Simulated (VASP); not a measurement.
A run of VASP 6.6.1 is set up as follows.

Contents of INCAR:

```
SYSTEM = BRu16
PREC = Accurate
ENCUT = 420
EDIFF = 1E-6
ISMEAR = -1
SIGMA = 0.5
LREAL = .FALSE.
LASPH = .TRUE.
NELM = 120
ALGO = Normal
ISIF = 2
LWAVE = .FALSE.
LCHARG = .FALSE.
GGA = PE
NBANDS = 128
GGA_COMPAT = .FALSE.
```

KPOINTS

```
Automatic mesh
0
G
  4 4 2
  0 0 0
```

POSCAR

```
BRu16
1.0
    5.4830553700      0.0000000600      0.0000000000
   -2.7415277300      4.7484652100      0.0000000000
    0.0000000000      0.0000000000      8.7086425000
Ru B
16 1
Direct
    0.1668714350      0.3336644410      0.1231886600
    0.3243898174      0.1487573246      0.3657588424
    0.1486081604      0.3245408617      0.6330218516
    0.3335152662      0.1670133285      0.8756000720
    0.1668265048      0.8336333562      0.1143441128
    0.3243853717      0.6760938195      0.3657702105
    0.1668308824      0.8336537839      0.6276034411
    0.3335169154      0.6669506546      0.8755977754
    0.6668116273      0.3336665406      0.1231865931
    0.8334975424      0.1669861555      0.3711802385
    0.6759453072      0.3245334843      0.6330251816
    0.8334934015      0.1669610948      0.8844422078
    0.6668029050      0.8335933370      0.1231883155
    0.8517273208      0.6760982353      0.3657661915
    0.6759496817      0.8518777711      0.6330143877
    0.8334508917      0.6669498059      0.8755990385
    0.5001643736      0.5003005950      0.4993916101
```

Potentials or basis: VASP PAW PBE potentials, release 64 (Ru_pv, B).

Run with:

```bash
$ cat potpaw_PBE.64/Ru_pv/POTCAR potpaw_PBE.64/B/POTCAR > POTCAR
$ mpirun -np 1 vasp_std > vasp.out
```

Question: Predict the band gap on the k mesh.

Answer: Zero (an odd number of electrons rules out a gap without spin polarisation).

Question: Predict the largest force.

Answer: 0.050 eV/Å.

Question: Predict the pressure.

Answer: 9.8 GPa.

Stress tensor (GPa, compression positive):
```
 9.22  0.00  0.00
 0.00  9.22  0.00
 0.00  0.00 10.93
```

Caveat: the k points lie up to 0.36 Å⁻¹ apart, too coarse for converged energies and pressures of a metal; so wide a smearing shifts energies and pressures.
